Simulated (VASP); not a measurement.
# BaCaF4 (P4/mmm) in VASP: settings compared

Aim: see how the results for BaCaF4 move with the level of theory and the settings. Levels: r2SCAN, PBE. Tasks: single point, relaxation of cell and atoms.

Everything below comes from runs of VASP 6.6.1. Logs are shortened: lines on timing, memory, paths and dates and some standing lists are left out, and cuts for length are marked.

## Step 1: The cell of the first run

The structure is tetragonal, space group P4/mmm (No. 123). The conventional cell has a = 4.071 Å, b = 4.071 Å, c = 5.965 Å, α = 90.00°, β = 90.00°, γ = 90.00°. Within 3.2 Å of Ca (site symmetry 4/mmm) lie 8 F at 2.43 Å. F (site symmetry 2mm) has 2 Ca at 2.43 Å and 2 Ba at 2.62 Å and 5 F at 2.66 to 2.88 Å within 3.2 Å. Within 3.5 Å of Ba (site symmetry 4/mmm) lie 8 F at 2.62 Å.

## Step 2: Single point, r2SCAN

The input, POSCAR:

```
BaCaF4
1.0
    4.0706561968      0.0000000000      0.0000000000
    0.0000000000      4.0706561968      0.0000000000
    0.0000000000      0.0000000000      5.9647002897
Ca F Ba
1 4 1
Direct
    0.0000000000      0.0000000000      0.0000000000
    0.0000000000      0.5000000000      0.7772761517
    0.0000000000      0.5000000000      0.2227238483
    0.5000000000      0.0000000000      0.2227238483
    0.5000000000      0.0000000000      0.7772761517
    0.5000000000      0.5000000000      0.5000000000
```

The input, INCAR.step1:

```
  PREC = Accurate
  ENCUT = 520
  ISMEAR = -1
  SIGMA = 0.02
  LREAL = False
  LASPH = True
  NELM = 60
  NBANDS = 33
  GGA = PE
  ALGO = Normal
  EDIFF = 1E-4
  LWAVE = True
  LCHARG = False
```

The input, INCAR.step2:

```
  PREC = Accurate
  ENCUT = 520
  EDIFF = 1E-6
  ISMEAR = -1
  SIGMA = 0.02
  LREAL = False
  LASPH = True
  NELM = 60
  ALGO = Normal
  ISIF = 2
  LWAVE = False
  LCHARG = True
  METAGGA = R2SCAN
  LMIXTAU = True
  LELF = True
  LVHAR = True
  NBANDS = 33
  ISTART = 1
```

The input, KPOINTS:

```
Automatic mesh
0
Gamma
  6 6 4
```

Potentials or basis: VASP PAW PBE potentials, release 64 (Ca_sv, F, Ba_sv).

The run is started by

```bash
> cat potpaw_PBE.64/Ca_sv/POTCAR potpaw_PBE.64/F/POTCAR potpaw_PBE.64/Ba_sv/POTCAR > POTCAR
> cp INCAR.step1 INCAR
> mpirun -np 1 vasp_std > vasp.out
> cp INCAR.step2 INCAR
> mpirun -np 1 vasp_std > vasp.out
```

OUTCAR:

```text
PREC = Accurate
   ENCUT = 520
   EDIFF = 1E-6
   ISMEAR = -1
   LREAL = False
   LASPH = True
   NELM = 60
   ISIF = 2
   METAGGA = R2SCAN
   ISTART = 1

 ion  position               nearest neighbor table
   1  0.000  0.000  0.000-   2 2.43   3 2.43   4 2.43   5 2.43   2 2.43   3 2.43   4 2.43   5 2.43

   2  0.000  0.500  0.777-   1 2.43   1 2.43   6 2.62   6 2.62
   3  0.000  0.500  0.223-   1 2.43   1 2.43   6 2.62   6 2.62
   4  0.500  0.000  0.223-   1 2.43   1 2.43   6 2.62   6 2.62
   5  0.500  0.000  0.777-   1 2.43   1 2.43   6 2.62   6 2.62
   6  0.500  0.500  0.500-   2 2.62   3 2.62   4 2.62   5 2.62   4 2.62   5 2.62   2 2.62   3 2.62

  LATTYP: Found a simple tetragonal cell.
 ALAT       =     4.0706561968
 C/A-ratio  =     1.4652920810

  Lattice vectors:

 A1 = (   4.0706561968,   0.0000000000,   0.0000000000)
 A2 = (   0.0000000000,   4.0706561968,   0.0000000000)
 A3 = (   0.0000000000,   0.0000000000,   5.9647002897)

Analysis of symmetry for initial positions (statically):
=====================================================================
 Subroutine PRICEL returns:
 Original cell was already a primitive cell.

 Routine SETGRP: Setting up the symmetry group for a
 simple tetragonal supercell.

 Subroutine GETGRP returns: Found 16 space group operations
 (whereof 16 operations were pure point group operations)
 out of a pool of 16 trial point group operations.

The static configuration has the point symmetry D_4h.

Analysis of symmetry for dynamics (positions and initial velocities):
=====================================================================
 Subroutine PRICEL returns:
 Original cell was already a primitive cell.

 Routine SETGRP: Setting up the symmetry group for a
 simple tetragonal supercell.

 Subroutine GETGRP returns: Found 16 space group operations
 (whereof 16 operations were pure point group operations)
 out of a pool of 16 trial point group operations.

The dynamic configuration has the point symmetry D_4h.

 Subroutine INISYM returns: Found 16 space group operations
 (whereof 16 operations are pure point group operations),
 and found     1 'primitive' translations

----------------------------------------------------------------------------------------

                                     Primitive cell

  volume of cell :      98.8365

  direct lattice vectors                    reciprocal lattice vectors
     4.070656197  0.000000000  0.000000000     0.245660638  0.000000000  0.000000000
     0.000000000  4.070656197  0.000000000     0.000000000  0.245660638  0.000000000
     0.000000000  0.000000000  5.964700290     0.000000000  0.000000000  0.167653017

  length of vectors
     4.070656197  4.070656197  5.964700290     0.245660638  0.245660638  0.167653017

  position of ions in fractional coordinates (direct lattice)
     0.000000000  0.000000000  0.000000000
     0.000000000  0.500000000  0.777276152
     0.000000000  0.500000000  0.222723848
     0.500000000  0.000000000  0.222723848
     0.500000000  0.000000000  0.777276152
     0.500000000  0.500000000  0.500000000

  ion indices of the primitive-cell ions
   primitive index   ion index
                 1           1
                 2           2
                 3           3
                 4           4
                 5           5
                 6           6

----------------------------------------------------------------------------------------

 KPOINTS: Automatic mesh

Automatic generation of k-mesh.
 Grid dimensions read from file:
 generate k-points for:    6    6    4

 Generating k-lattice:

  Cartesian coordinates                     Fractional coordinates (reciprocal lattice)
     0.040943440  0.000000000  0.000000000     0.166666667  0.000000000  0.000000000
     0.000000000  0.040943440  0.000000000     0.000000000  0.166666667  0.000000000
     0.000000000  0.000000000  0.041913254     0.000000000  0.000000000  0.250000000

  Length of vectors
     0.040943440  0.040943440  0.041913254

  Shift w.r.t. Gamma in fractional coordinates (k-lattice)
     0.000000000  0.000000000  0.000000000

 Subroutine IBZKPT returns following result:
 ===========================================

 Found     30 irreducible k-points:

 Following reciprocal coordinates:
            Coordinates               Weight
  0.000000  0.000000  0.000000      1.000000
  0.166667  0.000000  0.000000      4.000000
  0.333333  0.000000  0.000000      4.000000
  0.500000  0.000000  0.000000      2.000000
  0.166667  0.166667  0.000000      4.000000
  0.333333  0.166667  0.000000      8.000000
[... 16 lines left out ...]
  0.333333  0.000000  0.500000      4.000000
  0.500000  0.000000  0.500000      2.000000
 [... further k-points ...]
   k-points           NKPTS =     30   k-points in BZ     NKDIM =     30   number of bands    NBANDS=     33
   number of dos      NEDOS =    301   number of ions     NIONS =      6
   total plane-waves  NPLWV =  43200
   dimension x,y,z NGX =    30 NGY =   30 NGZ =   48
   dimension x,y,z NGXF=    60 NGYF=   60 NGZF=   96
   ions per type =               1   4   1
   NGX,Y,Z   is equivalent  to a cutoff of  12.25, 12.25, 13.38 a.u.
   NGXF,Y,Z  is equivalent  to a cutoff of  24.50, 24.50, 26.76 a.u.
 SYSTEM =  unknown system
   PREC   = accura    normal or accurate (medium, high low for compatibility)
   ISTART =      1    job   : 0-new  1-cont  2-samecut
   ICHARG =      0    charge: 1-file 2-atom 10-const
   ISPIN  =      1    spin polarized calculation?
   LNONCOLLINEAR =      F non collinear calculations
   LSORBIT =      F    spin-orbit coupling
   LASPH  =      T    aspherical Exc in radial PAW
   ENCUT  =  520.0 eV  38.22 Ry    6.18 a.u.   7.57  7.57 11.09*2*pi/ulx,y,z
   NELM   =     60;   NELMIN=  2; NELMDL=  0     # of ELM steps
   EDIFF  = 0.1E-05   stopping-criterion for ELM
   LREAL  =      F    real-space projection
   EDIFFG = 0.1E-04   stopping-criterion for IOM
   NSW    =      0    number of steps for IOM
   IBRION =     -1    ionic relax: 0-MD 1-quasi-New 2-CG
   NFREE  =      0    steps in history (QN), initial steepest desc. (CG)
   ISIF   =      2    stress and relaxation
   ISYM   =      2    0-nonsym 1-usesym 2-fastsym
   POTIM  = 0.5000    time-step for ionic-motion
   TEBEG  =    0.0;   TEEND  =   0.0 temperature during run
   PSTRESS=    0.0 pullay stress
   NELECT =      48.0000    total number of electrons
   NUPDOWN=      -1.0000    fix difference up-down
   EMIN   =  10.00;   EMAX   =-10.00  energy-range for DOS
   EFERMI =   0.00;   METHOD = LEGACY
   ISMEAR =    -1;   SIGMA  =   0.02  broadening in eV -4-tet -1-fermi 0-gaus
   EFERMI_NEDOS =   21; number of points for ismear=-14 and -15
   IALGO  =     38    algorithm
   IMIX   =      4    mixing-type and parameters
     AMIX     =   0.40;   BMIX     =  1.00
     AMIX_MAG =   1.60;   BMIX_MAG =  1.00
  volume/ion in A,a.u.               =      16.47       111.16
  Fermi-wavevector in a.u.,A,eV,Ry     =   1.286815  2.431728 22.529787  1.655893
  Thomas-Fermi vector in A             =   2.418867
   LORBIT       =      0    0 simple, 1 ext, 2 COOP (PROOUT), +10 PAW based schemes
   METAGGA = R2SCAN    functional components
   LHFCALC =     F    Hartree Fock is set to
   AEXX    =    0.0000 exact exchange contribution
   IVDW    =     0    specifies the selected vdW correction
   LEPSILON=     F    determine dielectric tensor
   LRPA    =     F    only Hartree local field effects (RPA)
 non-spin polarized calculation
  energy-cutoff  :      520.00
  volume of cell :       98.84
 maximum number of plane-waves:      2680
   NGX = 15   NGY = 15   NGZ = 23

 number of electron      47.9999989 magnetization

 Free energy of the ion-electron system (eV)
  ---------------------------------------------------
  ext. energy  EPLUGINS =         0.00000000
  ---------------------------------------------------
  free energy    TOTEN  =       -70.60990936 eV

  energy without entropy =      -70.60990936  energy(sigma->0) =      -70.60990936

 E-fermi :  -1.3805     XC(G=0):  -9.7492

 val. band max:       -1.8444759304   @ k =   0.3333   0.3333   0.5000
 cond. band min:       4.8731998901   @ k =   0.0000   0.0000   0.0000
 fundamental gap:      6.7176758205
 Fermi energy:        -1.3805060417

 k-point     1 :       0.0000    0.0000    0.0000
  band No.  band energies     occupation
      1     -39.6055      2.00000
      2     -25.5464      2.00000
      3     -22.8464      2.00000
      4     -22.4280      2.00000
      5     -22.4076      2.00000
      6     -22.2163      2.00000
[... 25 lines left out ...]
     32       9.4050      0.00000
     33       9.6694      0.00000

 k-point     2 :       0.1667    0.0000    0.0000
  band No.  band energies     occupation
      1     -39.6041      2.00000
      2     -25.5080      2.00000
      3     -22.7956      2.00000
      4     -22.4886      2.00000
      5     -22.4626      2.00000
      6     -22.2455      2.00000
[... 25 lines left out ...]
     32       9.3832      0.00000
     33       9.6748      0.00000

 k-point     3 :       0.3333    0.0000    0.0000
  band No.  band energies     occupation
      1     -39.6012      2.00000
      2     -25.4269      2.00000
      3     -22.6629      2.00000
      4     -22.6009      2.00000
      5     -22.5763      2.00000
      6     -22.3350      2.00000
[... 25 lines left out ...]
     32       9.3419      0.00000
     33       9.7662      0.00000

 k-point     4 :       0.5000    0.0000    0.0000
  band No.  band energies     occupation
      1     -39.5998      2.00000
      2     -25.3840      2.00000
      3     -22.6500      2.00000
      4     -22.6391      2.00000
      5     -22.5263      2.00000
      6     -22.4504      2.00000
[... 673 lines left out ...]
     32       9.0816      0.00000
     33       9.3869      0.00000

 k-point    23 :       0.3333    0.0000    0.5000
  band No.  band energies     occupation
      1     -39.6012      2.00000
      2     -25.4188      2.00000
      3     -22.8155      2.00000
      4     -22.5480      2.00000
      5     -22.5383      2.00000
      6     -22.2790      2.00000
[... 25 lines left out ...]
     32       9.1977      0.00000
     33       9.3423      0.00000

 k-point    24 :       0.5000    0.0000    0.5000
  band No.  band energies     occupation
      1     -39.5998      2.00000
      2     -25.3729      2.00000
      3     -22.8258      2.00000
      4     -22.6012      2.00000
      5     -22.5749      2.00000
      6     -22.2639      2.00000
[... 25 lines left out ...]
     32       9.3143      0.00000
     33       9.3205      0.00000

 [... further k-points ...]
[... 5 lines left out ...]
  --------------------------------------------------------------------------------------
  -------------------------------------------------------------------------------------
  Total        0.5642942      0.5642942      0.6404143      0.0000000      0.0000000     -0.0000000
  in kB        9.1474218      9.1474218     10.3813570      0.0000000      0.0000000     -0.0000000
  external PRESSURE =       9.5587335 kB  Pullay stress =       0.0000000 kB

 VOLUME and BASIS-vectors are now :
 -----------------------------------------------------------------------------
  energy-cutoff  :      520.00
  volume of cell :       98.84
      direct lattice vectors                 reciprocal lattice vectors
     4.070656197  0.000000000  0.000000000     0.245660638  0.000000000  0.000000000
     0.000000000  4.070656197  0.000000000     0.000000000  0.245660638  0.000000000
     0.000000000  0.000000000  5.964700290     0.000000000  0.000000000  0.167653017

 POSITION                                       TOTAL-FORCE (eV/Angst)
 -----------------------------------------------------------------------------------
      0.00000      0.00000      0.00000         0.000000      0.000000      0.000000
      0.00000      2.03533      4.63622         0.000000      0.000000      0.057553
      0.00000      2.03533      1.32848        -0.000000      0.000000     -0.057553
      2.03533      0.00000      1.32848         0.000000      0.000000     -0.057553
      2.03533      0.00000      4.63622         0.000000     -0.000000      0.057553
      2.03533      2.03533      2.98235         0.000000      0.000000      0.000000
 -----------------------------------------------------------------------------------
    total drift:                                0.000000     -0.000000      0.000000

  FREE ENERGIE OF THE ION-ELECTRON SYSTEM (eV)
  ---------------------------------------------------
  free  energy   TOTEN  =       -70.6099093592 eV

  energy  without entropy=      -70.6099093592  energy(sigma->0) =      -70.60990936
```

It took 3.2 min on 1 thread of Intel Xeon Platinum 8488C (Sapphire Rapids), shared host; peak memory 0.26 GiB.

What came out:

* Free energy: -70.6099 eV
* Pressure: 1.0 GPa
* Largest force: 0.058 eV/Å
* Band gap on the k mesh: 6.72 eV, indirect (least direct gap 6.98 eV)

Forces on the atoms (eV/Å):
```
Ca   0.000  0.000  0.000
F    0.000  0.000  0.058
F    0.000  0.000 -0.058
F    0.000  0.000 -0.058
F    0.000  0.000  0.058
Ba   0.000  0.000  0.000
```

Caveat: the PAW data sets were made with another functional, which shifts forces and pressure a little; spin-orbit coupling is left out, which moves the levels of the heavy elements.

(Part 1 of 2 ends here.)
